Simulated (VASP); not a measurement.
Set up this calculation in VASP 6.6.1, as the native input.

| Quantity | Value |
| --- | --- |
| Task | single point |
| Functional | PBE |
| Potentials or basis | VASP PAW PBE potentials, release 64 (S, K_sv) |
| Cutoff | 500 eV |
| k mesh | 6 × 6 × 6 |
| Occupations | gaussian, width 0.01 eV |
| Spin | no spin polarisation |
| Dipole correction | no |
| Further INCAR settings | ALGO = Normal; EDIFF = 1e-06; NBANDS = 19 |

The structure of K2S lies in POSCAR:

```
K2S
1.0
    0.0000000000      3.7027568582      3.7027568582
    3.7027568582      0.0000000000      3.7027568582
    3.7027568582      3.7027568582      0.0000000000
S K
1 2
Direct
    0.0000000000      0.0000000000      0.0000000000
    0.2500000000      0.2500000000      0.2500000000
    0.7500000000      0.7500000000      0.7500000000
```

The input as run:

INCAR

```
PREC = Accurate
ENCUT = 500
EDIFF = 1E-6
ISMEAR = 0
SIGMA = 0.01
LREAL = F
LASPH = T
NELM = 120
ALGO = Normal
ISIF = 2
LWAVE = F
LCHARG = T
GGA = PE
LELF = T
LVHAR = T
NBANDS = 19
GGA_COMPAT = F
```

KPOINTS

```
Automatic mesh
0
Gamma
  6 6 6
```

Potentials or basis: VASP PAW PBE potentials, release 64 (S, K_sv).

Command:

```bash
$ cat potpaw_PBE.64/S/POTCAR potpaw_PBE.64/K_sv/POTCAR > POTCAR
$ mpirun -np 1 vasp_std > vasp.out
```

It gave:

- Pressure: 0.5 GPa
- Band gap on the k mesh: 2.38 eV, indirect (least direct gap 2.57 eV)

Run time: 34 s on 1 thread of Intel(R) Xeon(R) Platinum 8259CL CPU @ 2.50GHz (Skylake/Cascade Lake) (shared host), peak memory 0.24 GiB.
